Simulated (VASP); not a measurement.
# Sb (P6_3/mmc) in VASP: further runs, part 2 of 2

VASP 6.6.1.

### Step 3. Single point, RPBE (24.67 Å³/atom)

This run uses another cell than the first one, of 24.67 Å³/atom.

INCAR reads:

```
ALGO     = Normal         # electronic algorithm
EDIFF    = 1E-6           # SCF threshold, eV
ENCUT    = 520            # plane-wave cutoff, eV
GGA      = RP             # functional
ISIF     = 2              # what is computed and relaxed
ISMEAR   = -1             # smearing method
LASPH    = T              # aspherical terms in the spheres
LCHARG   = F              # write CHGCAR
LREAL    = F              # projectors in reciprocal space
LWAVE    = F              # write WAVECAR
NBANDS   = 12             # bands
NELM     = 80             # most SCF steps
PREC     = Accurate       # precision mode
SIGMA    = 0.1            # smearing width, eV
```

KPOINTS reads:

```
k-points
0
Gamma
  12 12 7
```

POSCAR reads:

```
Sb
1.0
    3.2508790114      0.0000000000      0.0000000000
   -1.6254395057      2.8153438085      0.0000000000
    0.0000000000      0.0000000000      5.3912827539
Sb
2
Direct
    0.3333333333      0.6666666667      0.2500000000
    0.6666666667      0.3333333333      0.7500000000
```

Potentials or basis: VASP PAW PBE potentials, release 64 (Sb).

Launch:

```console
$ cat potpaw_PBE.64/Sb/POTCAR > POTCAR
$ mpirun -np 1 vasp_std > vasp.out
```

OUTCAR:

```text
EDIFF = 1E-6
   ENCUT = 520
   GGA = RP
   ISIF = 2
   ISMEAR = -1
   LASPH = T
   LREAL = F
   NELM = 80
   PREC = Accurate

 ion  position               nearest neighbor table
   1  0.333  0.667  0.250-   2 3.28   2 3.28   2 3.28   2 3.28   2 3.28   2 3.28
   2  0.667  0.333  0.750-   1 3.28   1 3.28   1 3.28   1 3.28   1 3.28   1 3.28

  LATTYP: Found a hexagonal cell.
 ALAT       =     3.2508790114
 C/A-ratio  =     1.6584076907

  Lattice vectors:

 A1 = (   3.2508790114,   0.0000000000,   0.0000000000)
 A2 = (  -1.6254395057,   2.8153438085,   0.0000000000)
 A3 = (   0.0000000000,   0.0000000000,   5.3912827539)

Analysis of symmetry for initial positions (statically):
=====================================================================
 Subroutine PRICEL returns:
 Original cell was already a primitive cell.

 Routine SETGRP: Setting up the symmetry group for a
 hexagonal supercell.

 Subroutine GETGRP returns: Found 24 space group operations
 (whereof 12 operations were pure point group operations)
 out of a pool of 24 trial point group operations.

The static configuration has the point symmetry D_3d.
 The point group associated with its full space group is D_6h.

Analysis of symmetry for dynamics (positions and initial velocities):
=====================================================================
 Subroutine PRICEL returns:
 Original cell was already a primitive cell.

 Routine SETGRP: Setting up the symmetry group for a
 hexagonal supercell.

 Subroutine GETGRP returns: Found 24 space group operations
 (whereof 12 operations were pure point group operations)
 out of a pool of 24 trial point group operations.

The dynamic configuration has the point symmetry D_3d.
 The point group associated with its full space group is D_6h.

 Subroutine INISYM returns: Found 24 space group operations
 (whereof 12 operations are pure point group operations),
[... 120 lines left out ...]
   LORBIT       =      0    0 simple, 1 ext, 2 COOP (PROOUT), +10 PAW based schemes
   GGA     = RP    functional components
   LHFCALC =     F    Hartree Fock is set to
   AEXX    =    0.0000 exact exchange contribution
   IVDW    =     0    specifies the selected vdW correction
   LEPSILON=     F    determine dielectric tensor
   LRPA    =     F    only Hartree local field effects (RPA)
 non-spin polarized calculation
  energy-cutoff  :      520.00
  volume of cell :       49.34
 maximum number of plane-waves:      1356
   NGX = 13   NGY = 13   NGZ = 21

 number of electron      10.0000000 magnetization

 Free energy of the ion-electron system (eV)
  ---------------------------------------------------
  ext. energy  EPLUGINS =         0.00000000
  ---------------------------------------------------
  free energy    TOTEN  =        -6.79818783 eV

  energy without entropy =       -6.75522845  energy(sigma->0) =       -6.77670814

 E-fermi :   9.8476     XC(G=0): -10.5844

 val. band max:        9.8277110285   @ k =   0.4167   0.0833   0.0000
 cond. band min:       9.8753716172   @ k =   0.3333   0.0833   0.1429
 fundamental gap:      0.0476605887
 Fermi energy:         9.8475746963

 k-point     1 :       0.0000    0.0000    0.0000
  band No.  band energies     occupation
      1      -3.8214      2.00000
      2       0.2980      2.00000
      3       3.3741      2.00000
      4      14.0301      0.00000
      5      14.0301      0.00000
      6      15.6692      0.00000
      7      15.7834      0.00000
      8      15.7834      0.00000
      9      18.1036      0.00000
     10      18.8494      0.00000
     11      20.1866      0.00000
     12      20.1866      0.00000
[... 331 lines left out ...]
 k-point    24 :       0.3333   -0.0000    0.1429
  band No.  band energies     occupation
      1      -1.5957      2.00000
      2       1.6120      2.00000
      3       5.5207      2.00000
      4       6.6305      2.00000
      5       8.8374      1.99992
      6      11.0398      0.00001
      7      12.4837      0.00000
      8      14.1237      0.00000
      9      15.0003      0.00000
     10      17.1721      0.00000
     11      18.4606      0.00000
     12      20.0172      0.00000

 [... further k-points ...]

------------------------ aborting loop because EDIFF is reached ----------------------------------------

  FORCE on cell =-STRESS in cart. coord.  units (eV):
  Direction    XX          YY          ZZ          XY          YZ          ZX
  --------------------------------------------------------------------------------------
  -------------------------------------------------------------------------------------
  Total        3.0724304      3.0724304      2.4595457      0.0000000      0.0000000      0.0000000
  in kB       99.7627204     99.7627204     79.8621720      0.0000000      0.0000000      0.0000000
  external PRESSURE =      93.1292043 kB  Pullay stress =       0.0000000 kB

 VOLUME and BASIS-vectors are now :
 -----------------------------------------------------------------------------
  energy-cutoff  :      520.00
  volume of cell :       49.34
      direct lattice vectors                 reciprocal lattice vectors
     3.250879011  0.000000000  0.000000000     0.307609110  0.177598203  0.000000000
    -1.625439506  2.815343809  0.000000000     0.000000000  0.355196405  0.000000000
     0.000000000  0.000000000  5.391282754     0.000000000  0.000000000  0.185484614

 POSITION                                       TOTAL-FORCE (eV/Angst)
 -----------------------------------------------------------------------------------
     -0.00000      1.87690      1.34782        -0.000000     -0.000000      0.000000
      1.62544      0.93845      4.04346         0.000000      0.000000      0.000000
 -----------------------------------------------------------------------------------
    total drift:                               -0.000000      0.000000      0.000000

  FREE ENERGIE OF THE ION-ELECTRON SYSTEM (eV)
  ---------------------------------------------------
  free  energy   TOTEN  =        -6.7981878332 eV

  energy  without entropy=       -6.7552284523  energy(sigma->0) =       -6.77670814
```

OSZICAR:

```text
N       E                     dE             d eps       ncg     rms          rms(c)
DAV:   1     0.364439699717E+02    0.36444E+02   -0.36769E+03  1824   0.672E+02
DAV:   2    -0.498709474126E+01   -0.41431E+02   -0.40240E+02  2452   0.113E+02
DAV:   3    -0.679116745271E+01   -0.18041E+01   -0.17828E+01  2328   0.255E+01
DAV:   4    -0.680618134622E+01   -0.15014E-01   -0.15011E-01  2056   0.274E+00
DAV:   5    -0.680633111688E+01   -0.14977E-03   -0.14977E-03  2220   0.310E-01    0.297E+00
DAV:   6    -0.680108038662E+01    0.52507E-02   -0.27557E-03  2040   0.305E-01    0.171E+00
DAV:   7    -0.679814917460E+01    0.29312E-02   -0.60003E-03  1988   0.449E-01    0.499E-02
DAV:   8    -0.679818589050E+01   -0.36716E-04   -0.13372E-04  2192   0.825E-02    0.144E-02
DAV:   9    -0.679818799109E+01   -0.21006E-05   -0.47506E-06  2100   0.156E-02    0.307E-03
DAV:  10    -0.679818783320E+01    0.15789E-06   -0.16316E-07  1224   0.256E-03
   1 F= -.67981878E+01 E0= -.67767081E+01  d E =-.429594E-01
```

Run time: 27 s. Hardware: 1 thread of Intel Xeon 8259CL, shared host; peak memory 0.18 GiB.

Results:

```
Free energy            : -6.7982 eV
Pressure               : 9.3 GPa
Band gap on the k mesh : zero (bands 5 and 6 overlap by 8.15 eV)
```

Stress tensor (GPa, compression positive):
```
9.98 0.00 0.00
0.00 9.98 0.00
0.00 0.00 7.99
```

Levels at points of the mesh, in eV from the Fermi level:
| k point | band 2 | band 3 | band 4 | band 5 | band 6 | band 7 | band 8 | band 9 |
| --- | --- | --- | --- | --- | --- | --- | --- | --- |
| (0.00, 0.00, 0.00) | -9.55 | -6.47 | 4.18 | 4.18 | 5.82 | 5.94 | 5.94 | 8.26 |
| (0.50, 0.00, 0.00) | -8.26 | -4.60 | -3.46 | -2.54 | -0.33 | 0.50 | 4.06 | 4.49 |

Caveat: the cell stands under pressure; the PAW data sets were made with another functional, which shifts forces and pressure a little; spin-orbit coupling is left out, which moves the levels of the heavy elements.

### Step 4. Single point, RPBE (25.79 Å³/atom)

This run uses another cell than the first one, of 25.79 Å³/atom.

INCAR reads:

```
SYSTEM = Sb
ALGO = Normal
EDIFF = 1E-6
ENCUT = 520
GGA = RP
ISIF = 2
ISMEAR = -1
LASPH = .True.
LCHARG = .False.
LREAL = .False.
LWAVE = .False.
NBANDS = 12
NELM = 60
PREC = Accurate
SIGMA = 0.1
```

KPOINTS reads:

```
k-points
0
Gamma
  12 12 7
  0 0 0
```

POSCAR reads:

```
Sb
1.0
    3.2994067481      0.0000000000      0.0000000000
   -1.6497033741      2.8573700613      0.0000000000
    0.0000000000      0.0000000000      5.4717615257
Sb
2
Direct
    0.3333333333      0.6666666667      0.2500000000
    0.6666666667      0.3333333333      0.7500000000
```

Launch:

```console
$ cat potpaw_PBE.64/Sb/POTCAR > POTCAR
$ mpirun -np 1 vasp_std > vasp.out
```

Wall time 54 s (1 thread of Intel Xeon 8259CL, shared host); peak memory 0.19 GiB.

It converged, with:

```
Free energy            : -6.9008 eV
Pressure               : 5.5 GPa
Band gap on the k mesh : zero (bands 5 and 6 overlap by 7.70 eV)
```

Stress tensor (GPa, compression positive):
```
5.92 0.00 0.00
0.00 5.92 0.00
0.00 0.00 4.65
```

Levels at points of the mesh, in eV from the Fermi level:
```tsv
k point	band 1	band 2	band 3	band 4	band 5	band 6	band 7	band 8	band 9	band 10
(0.00, 0.00, 0.00)	-13.29	-9.42	-6.16	3.96	3.96	5.49	5.62	5.62	8.05	8.96
(0.50, 0.00, 0.00)	-9.44	-8.13	-4.52	-3.33	-2.40	-0.24	0.50	3.84	4.49	7.59
```

Caveat: the cell stands under pressure; the PAW data sets were made with another functional, which shifts forces and pressure a little; spin-orbit coupling is left out, which moves the levels of the heavy elements.

### Step 5. Overview

```tsv
cell	k mesh	gap on the mesh (eV)	pressure (GPa)
a = 3.392, b = 3.392, c = 5.626 Å, angles 90.0, 90.0, 120.0°, 2 atoms	11 × 11 × 6	none	-0.2
a = 3.251, b = 3.251, c = 5.391 Å, angles 90.0, 90.0, 120.0°, 2 atoms	12 × 12 × 7	none	9.3
a = 3.299, b = 3.299, c = 5.472 Å, angles 90.0, 90.0, 120.0°, 2 atoms	12 × 12 × 7	none	5.5
```

Alike in all rows: task single point; level RPBE; potentials or basis VASP PAW PBE potentials, release 64 (Sb); no spin polarisation; cutoff (eV) 520; smearing fermi-dirac 0.1 eV.

Caveats: the PAW data sets were made with another functional, which shifts forces and pressure a little; spin-orbit coupling is left out, which moves the levels of the heavy elements; the cell stands under pressure (at least some runs).

Total energies depend on the potentials used, so only differences within one code and one set of settings carry meaning.
